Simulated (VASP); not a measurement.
# MgO (Fm-3m) in VASP: notebook

Runs on MgO. Level: r2SCAN. Tasks: single point, relaxation of cell and atoms.

Everything below comes from runs of VASP 6.6.1. Logs are shortened: lines on timing, memory, paths and dates and some standing lists are left out, and cuts for length are marked.

**1. The cell of the first run**

Symmetry: Fm-3m, No. 225, cubic system. Conventional cell: a = 4.204 Å, b = 4.204 Å, c = 4.204 Å, α = 90.00°, β = 90.00°, γ = 90.00°. Within 2.8 Å of Mg (site symmetry m-3m) lie 6 O at 2.10 Å. O (site symmetry m-3m) has 6 Mg at 2.10 Å within 2.8 Å.

**2. Single point, r2SCAN**

The input, POSCAR:

```
MgO
1.0
    0.0000000000      2.1022009534      2.1022009534
    2.1022009534      0.0000000000      2.1022009534
    2.1022009534      2.1022009534      0.0000000000
Mg O
1 1
Direct
    0.0000000000      0.0000000000      0.0000000000
    0.5000000000      0.5000000000      0.5000000000
```

The input, INCAR.step1:

```
SYSTEM = MgO
  PREC = Accurate
  ENCUT = 520
  ISMEAR = 0
  SIGMA = 0.02
  LREAL = .False.
  LASPH = .True.
  NELM = 100
  NBANDS = 11
  GGA = PE
  ALGO = Normal
  EDIFF = 1E-4
  LWAVE = .True.
  LCHARG = .False.
```

The input, INCAR.step2:

```
SYSTEM = MgO
  PREC = Accurate
  ENCUT = 520
  EDIFF = 1E-6
  ISMEAR = 0
  SIGMA = 0.02
  LREAL = .False.
  LASPH = .True.
  NELM = 100
  ALGO = Normal
  ISIF = 2
  LWAVE = .False.
  LCHARG = .False.
  METAGGA = R2SCAN
  LMIXTAU = .True.
  NBANDS = 11
  ISTART = 1
```

The input, KPOINTS:

```
Automatic mesh
0
Gamma
  10 10 10
  0 0 0
```

Potentials or basis: VASP PAW PBE potentials, release 64 (Mg, O).

Run with:

```
$ cat potpaw_PBE.64/Mg/POTCAR potpaw_PBE.64/O/POTCAR > POTCAR
$ cp INCAR.step1 INCAR
$ mpirun -np 1 vasp_std > vasp.out
$ cp INCAR.step2 INCAR
$ mpirun -np 1 vasp_std > vasp.out
```

OUTCAR:

```text
SYSTEM = MgO
   PREC = Accurate
   ENCUT = 520
   EDIFF = 1E-6
   ISMEAR = 0
   LREAL = .False.
   LASPH = .True.
   NELM = 100
   ISIF = 2
   METAGGA = R2SCAN
   ISTART = 1

 ion  position               nearest neighbor table
   1  0.000  0.000  0.000-   2 2.10   2 2.10   2 2.10   2 2.10   2 2.10   2 2.10
   2  0.500  0.500  0.500-   1 2.10   1 2.10   1 2.10   1 2.10   1 2.10   1 2.10

  LATTYP: Found a face centered cubic cell.
 ALAT       =     4.2044019068

  Lattice vectors:

 A1 = (   0.0000000000,   2.1022009534,   2.1022009534)
 A2 = (   2.1022009534,   0.0000000000,   2.1022009534)
 A3 = (   2.1022009534,   2.1022009534,   0.0000000000)

Analysis of symmetry for initial positions (statically):
=====================================================================
 Subroutine PRICEL returns:
 Original cell was already a primitive cell.

 Routine SETGRP: Setting up the symmetry group for a
 face centered cubic supercell.

 Subroutine GETGRP returns: Found 48 space group operations
 (whereof 48 operations were pure point group operations)
 out of a pool of 48 trial point group operations.

The static configuration has the point symmetry O_h .

Analysis of symmetry for dynamics (positions and initial velocities):
=====================================================================
 Subroutine PRICEL returns:
 Original cell was already a primitive cell.

 Routine SETGRP: Setting up the symmetry group for a
 face centered cubic supercell.

 Subroutine GETGRP returns: Found 48 space group operations
 (whereof 48 operations were pure point group operations)
 out of a pool of 48 trial point group operations.

The dynamic configuration has the point symmetry O_h .

 Subroutine INISYM returns: Found 48 space group operations
 (whereof 48 operations are pure point group operations),
 and found     1 'primitive' translations

----------------------------------------------------------------------------------------

                                     Primitive cell

  volume of cell :      18.5803

  direct lattice vectors                    reciprocal lattice vectors
     0.000000000  2.102200953  2.102200953    -0.237845958  0.237845958  0.237845958
     2.102200953  0.000000000  2.102200953     0.237845958 -0.237845958  0.237845958
     2.102200953  2.102200953  0.000000000     0.237845958  0.237845958 -0.237845958

  length of vectors
     2.972961099  2.972961099  2.972961099     0.411961284  0.411961284  0.411961284

  position of ions in fractional coordinates (direct lattice)
     0.000000000  0.000000000  0.000000000
     0.500000000  0.500000000  0.500000000

  ion indices of the primitive-cell ions
   primitive index   ion index
                 1           1
                 2           2

----------------------------------------------------------------------------------------

 KPOINTS: Automatic mesh

Automatic generation of k-mesh.
 Grid dimensions read from file:
 generate k-points for:   10   10   10

 Generating k-lattice:

  Cartesian coordinates                     Fractional coordinates (reciprocal lattice)
    -0.023784596  0.023784596  0.023784596     0.100000000  0.000000000  0.000000000
     0.023784596 -0.023784596  0.023784596     0.000000000  0.100000000  0.000000000
     0.023784596  0.023784596 -0.023784596     0.000000000  0.000000000  0.100000000

  Length of vectors
     0.041196128  0.041196128  0.041196128

  Shift w.r.t. Gamma in fractional coordinates (k-lattice)
     0.000000000  0.000000000  0.000000000

 Subroutine IBZKPT returns following result:
 ===========================================

 Found     47 irreducible k-points:

 Following reciprocal coordinates:
            Coordinates               Weight
  0.000000  0.000000  0.000000      1.000000
  0.100000  0.000000  0.000000      8.000000
  0.200000  0.000000  0.000000      8.000000
  0.300000  0.000000  0.000000      8.000000
  0.400000  0.000000  0.000000      8.000000
  0.500000  0.000000  0.000000      4.000000
[... 16 lines left out ...]
  0.300000  0.300000  0.000000      6.000000
  0.400000  0.300000  0.000000     24.000000
 [... further k-points ...]
   k-points           NKPTS =     47   k-points in BZ     NKDIM =     47   number of bands    NBANDS=     11
   number of dos      NEDOS =    301   number of ions     NIONS =      2
   total plane-waves  NPLWV =  13824
   dimension x,y,z NGX =    24 NGY =   24 NGZ =   24
   dimension x,y,z NGXF=    48 NGYF=   48 NGZF=   48
   ions per type =               1   1
   NGX,Y,Z   is equivalent  to a cutoff of  13.42, 13.42, 13.42 a.u.
   NGXF,Y,Z  is equivalent  to a cutoff of  26.84, 26.84, 26.84 a.u.
 SYSTEM =  MgO
   PREC   = accura    normal or accurate (medium, high low for compatibility)
   ISTART =      1    job   : 0-new  1-cont  2-samecut
   ICHARG =      0    charge: 1-file 2-atom 10-const
   ISPIN  =      1    spin polarized calculation?
   LNONCOLLINEAR =      F non collinear calculations
   LSORBIT =      F    spin-orbit coupling
   LASPH  =      T    aspherical Exc in radial PAW
   ENCUT  =  520.0 eV  38.22 Ry    6.18 a.u.   5.53  5.53  5.53*2*pi/ulx,y,z
   NELM   =    100;   NELMIN=  2; NELMDL=  0     # of ELM steps
   EDIFF  = 0.1E-05   stopping-criterion for ELM
   LREAL  =      F    real-space projection
   EDIFFG = 0.1E-04   stopping-criterion for IOM
   NSW    =      0    number of steps for IOM
   IBRION =     -1    ionic relax: 0-MD 1-quasi-New 2-CG
   NFREE  =      0    steps in history (QN), initial steepest desc. (CG)
   ISIF   =      2    stress and relaxation
   ISYM   =      2    0-nonsym 1-usesym 2-fastsym
   POTIM  = 0.5000    time-step for ionic-motion
   TEBEG  =    0.0;   TEEND  =   0.0 temperature during run
   PSTRESS=    0.0 pullay stress
   NELECT =       8.0000    total number of electrons
   NUPDOWN=      -1.0000    fix difference up-down
   EMIN   =  10.00;   EMAX   =-10.00  energy-range for DOS
   EFERMI =   0.00;   METHOD = LEGACY
   ISMEAR =     0;   SIGMA  =   0.02  broadening in eV -4-tet -1-fermi 0-gaus
   EFERMI_NEDOS =   21; number of points for ismear=-14 and -15
   IALGO  =     38    algorithm
   IMIX   =      4    mixing-type and parameters
     AMIX     =   0.40;   BMIX     =  1.00
     AMIX_MAG =   1.60;   BMIX_MAG =  1.00
  volume/ion in A,a.u.               =       9.29        62.69
  Fermi-wavevector in a.u.,A,eV,Ry     =   1.236196  2.336071 20.792152  1.528180
  Thomas-Fermi vector in A             =   2.370814
   LORBIT       =      0    0 simple, 1 ext, 2 COOP (PROOUT), +10 PAW based schemes
   METAGGA = R2SCAN    functional components
   LHFCALC =     F    Hartree Fock is set to
   AEXX    =    0.0000 exact exchange contribution
   IVDW    =     0    specifies the selected vdW correction
   LEPSILON=     F    determine dielectric tensor
   LRPA    =     F    only Hartree local field effects (RPA)
 non-spin polarized calculation
 Gauss-broadening in eV      SIGMA  =   0.02
  energy-cutoff  :      520.00
  volume of cell :       18.58
 maximum number of plane-waves:       531
 NGX is ok and might be reduce to    24
   NGX = 11   NGY = 11   NGZ = 11

 number of electron       8.0000004 magnetization

 Free energy of the ion-electron system (eV)
  ---------------------------------------------------
  ext. energy  EPLUGINS =         0.00000000
  ---------------------------------------------------
  free energy    TOTEN  =       -16.16110595 eV

  energy without entropy =      -16.16110595  energy(sigma->0) =      -16.16110595

 E-fermi :   2.9674     XC(G=0): -11.6231

 val. band max:        2.8160342887   @ k =   0.0000   0.0000   0.0000
 cond. band min:       8.4755115145   @ k =   0.0000   0.0000   0.0000
 fundamental gap:      5.6594772259
 Fermi energy:         2.9674241399

 k-point     1 :       0.0000    0.0000    0.0000
  band No.  band energies     occupation
      1     -15.4126      2.00000
      2       2.8160      2.00000
      3       2.8160      2.00000
      4       2.8160      2.00000
      5       8.4755      0.00000
      6      19.6817      0.00000
      7      19.6817      0.00000
      8      19.6817      0.00000
      9      23.8428      0.00000
     10      25.6162      0.00000
     11      25.6162      0.00000

 k-point     2 :       0.1000    0.0000    0.0000
  band No.  band energies     occupation
      1     -15.3075      2.00000
      2       2.1860      2.00000
      3       2.7460      2.00000
      4       2.7460      2.00000
      5       9.0903      0.00000
      6      18.4382      0.00000
      7      19.9363      0.00000
      8      19.9363      0.00000
      9      24.9051      0.00000
     10      24.9051      0.00000
     11      25.5451      0.00000

 k-point     3 :       0.2000    0.0000    0.0000
  band No.  band energies     occupation
      1     -15.0198      2.00000
      2       0.8649      2.00000
      3       2.5684      2.00000
      4       2.5684      2.00000
      5      10.3033      0.00000
      6      16.9298      0.00000
      7      20.4594      0.00000
      8      20.4594      0.00000
      9      24.2101      0.00000
     10      24.2101      0.00000
     11      26.6328      0.00000

 k-point     4 :       0.3000    0.0000    0.0000
  band No.  band energies     occupation
      1     -14.6340      2.00000
      2      -0.4767      2.00000
      3       2.3593      2.00000
      4       2.3593      2.00000
      5      11.2596      0.00000
      6      16.2942      0.00000
      7      20.6125      0.00000
      8      20.6125      0.00000
      9      24.6880      0.00000
     10      24.6880      0.00000
     11      26.0452      0.00000

 k-point     5 :       0.4000    0.0000    0.0000
  band No.  band energies     occupation
      1     -14.2907      2.00000
      2      -1.4573      2.00000
      3       2.1976      2.00000
      4       2.1976      2.00000
      5      11.6087      0.00000
      6      16.4743      0.00000
      7      20.4076      0.00000
      8      20.4076      0.00000
      9      25.4804      0.00000
     10      26.0458      0.00000
     11      26.0458      0.00000
[... 211 lines left out ...]
 k-point    21 :      -0.3000    0.2000    0.0000
  band No.  band energies     occupation
      1     -14.2137      2.00000
      2      -0.8636      2.00000
      3       0.9931      2.00000
      4       2.1384      2.00000
      5      13.0899      0.00000
      6      15.8553      0.00000
      7      18.2447      0.00000
      8      21.4153      0.00000
      9      24.3464      0.00000
     10      25.3356      0.00000
     11      29.5359      0.00000

 k-point    22 :      -0.2000    0.2000    0.0000
  band No.  band energies     occupation
      1     -14.5195      2.00000
      2      -0.2785      2.00000
      3       1.4664      2.00000
      4       2.3535      2.00000
      5      12.2563      0.00000
      6      15.7754      0.00000
      7      19.1607      0.00000
      8      21.8962      0.00000
      9      22.4539      0.00000
     10      25.6223      0.00000
     11      29.2967      0.00000

 k-point    23 :       0.3000    0.3000    0.0000
  band No.  band energies     occupation
      1     -14.4359      2.00000
      2      -0.3431      2.00000
      3       1.8566      2.00000
      4       1.8566      2.00000
      5      12.7118      0.00000
      6      14.2046      0.00000
      7      18.4912      0.00000
      8      22.0799      0.00000
      9      22.0799      0.00000
     10      28.3665      0.00000
     11      31.8965      0.00000

 k-point    24 :       0.4000    0.3000    0.0000
  band No.  band energies     occupation
      1     -14.1945      2.00000
      2      -0.7797      2.00000
      3       1.4896      2.00000
      4       1.7046      2.00000
      5      13.4476      0.00000
      6      13.9798      0.00000
      7      17.6483      0.00000
      8      22.3616      0.00000
      9      22.5851      0.00000
     10      29.1708      0.00000
     11      31.4062      0.00000

 [... further k-points ...]
[... 5 lines left out ...]
  --------------------------------------------------------------------------------------
  -------------------------------------------------------------------------------------
  Total       -0.1327798     -0.1327798     -0.1327798      0.0000000     -0.0000000     -0.0000000
  in kB      -11.4495879    -11.4495879    -11.4495879      0.0000000     -0.0000000     -0.0000000
  external PRESSURE =     -11.4495879 kB  Pullay stress =       0.0000000 kB

 VOLUME and BASIS-vectors are now :
 -----------------------------------------------------------------------------
  energy-cutoff  :      520.00
  volume of cell :       18.58
      direct lattice vectors                 reciprocal lattice vectors
     0.000000000  2.102200953  2.102200953    -0.237845958  0.237845958  0.237845958
     2.102200953  0.000000000  2.102200953     0.237845958 -0.237845958  0.237845958
     2.102200953  2.102200953  0.000000000     0.237845958  0.237845958 -0.237845958

 POSITION                                       TOTAL-FORCE (eV/Angst)
 -----------------------------------------------------------------------------------
      0.00000      0.00000      0.00000         0.000000      0.000000      0.000000
      2.10220      2.10220      2.10220        -0.000000     -0.000000     -0.000000
 -----------------------------------------------------------------------------------
    total drift:                               -0.000000     -0.000000      0.000000

  FREE ENERGIE OF THE ION-ELECTRON SYSTEM (eV)
  ---------------------------------------------------
  free  energy   TOTEN  =       -16.1611059477 eV

  energy  without entropy=      -16.1611059477  energy(sigma->0) =      -16.16110595
```

Run time: 25 s. Hardware: 1 thread of Intel Xeon 6975P-C, shared host; peak memory 0.15 GiB.

What came out:

```
Free energy            : -16.1611 eV
Pressure               : -1.1 GPa
Band gap on the k mesh : 5.66 eV, direct
```

Levels at points of the mesh, in eV from the valence-band top:
```csv
k point,band 2,band 3,band 4,band 5,band 6,band 7
"(0.00, 0.00, 0.00)",0.00,0.00,0.00,5.66,16.87,16.87
"(0.50, 0.00, 0.00)",-4.63,-0.68,-0.68,8.84,13.87,17.48
"(0.50, 0.50, 0.00)",-4.12,-1.38,-1.38,10.04,11.12,14.35
```

Caveat: the PAW data sets were made with another functional, which shifts forces and pressure a little.

**3. Relaxation of cell and atoms, r2SCAN**

This run uses another cell than the first one, of 9.22 Å³/atom, 0.993 times its volume.

The input, POSCAR:

```
MgO
1.0
    0.0000000000      2.0970013927      2.0970013927
    2.0970013927      0.0000000000      2.0970013927
    2.0970013927      2.0970013927      0.0000000000
Mg O
1 1
Direct
    0.0000000000      0.0000000000      0.0000000000
    0.5000000000      0.5000000000      0.5000000000
```

The input, INCAR.step1:

```
ALGO = Normal
EDIFF = 1E-4
ENCUT = 600
GGA = PE
ISMEAR = 0
LASPH = T
LCHARG = F
LREAL = F
LWAVE = T
NELM = 100
PREC = Accurate
SIGMA = 0.02
```

The input, INCAR.step2:

```
ALGO = Normal
EDIFF = 1E-6
EDIFFG = -0.01
ENCUT = 600
IBRION = 2
ISIF = 3
ISMEAR = 0
ISTART = 1
LASPH = T
LCHARG = F
LMIXTAU = T
LREAL = F
LWAVE = F
METAGGA = R2SCAN
NELM = 100
NSW = 100
PREC = Accurate
SIGMA = 0.02
```

The input, KPOINTS:

```
k-points
0
Gamma
  10 10 10
```

Potentials or basis: VASP PAW PBE potentials, release 64 (Mg, O).

Run with:

```
$ cat potpaw_PBE.64/Mg/POTCAR potpaw_PBE.64/O/POTCAR > POTCAR
$ cp INCAR.step1 INCAR
$ mpirun -np 1 vasp_std > vasp.out
$ cp INCAR.step2 INCAR
$ mpirun -np 1 vasp_std > vasp.out
```

Wall time 23 s (1 thread of Intel Xeon 6975P-C, shared host); peak memory 0.15 GiB.

The run converged. Its results:

```yaml
Free_energy: -16.1653 eV
Pressure_after_relaxing: -0.1 GPa
Band_gap_on_the_k_mesh: 5.74 eV, direct
```

Final structure:
```
Mg O
1.0
     0.00000    2.09700    2.09700
     2.09700    0.00000    2.09700
     2.09700    2.09700    0.00000
Mg O
1 1
Direct
  0.00000 0.00000 0.00000
  0.50000 0.50000 0.50000
```

Levels at points of the mesh, in eV from the valence-band top:
```
           k point  band 1  band 2  band 3  band 4  band 5  band 6  band 7  band 8
(0.00, 0.00, 0.00)  -18.27    0.00    0.00    0.00    5.74   16.91   16.91   16.91
(0.50, 0.00, 0.00)  -16.99   -4.67   -0.69   -0.69    8.89   13.96   17.56   17.56
(0.50, 0.50, 0.00)  -16.73   -4.15   -1.39   -1.39   10.05   11.21   14.44   20.58
```

Caveat: the relaxation stopped at its first step, so nothing moved; the PAW data sets were made with another functional, which shifts forces and pressure a little. r2SCAN opens gaps a little over a GGA but as a rule still falls short of measured ones.
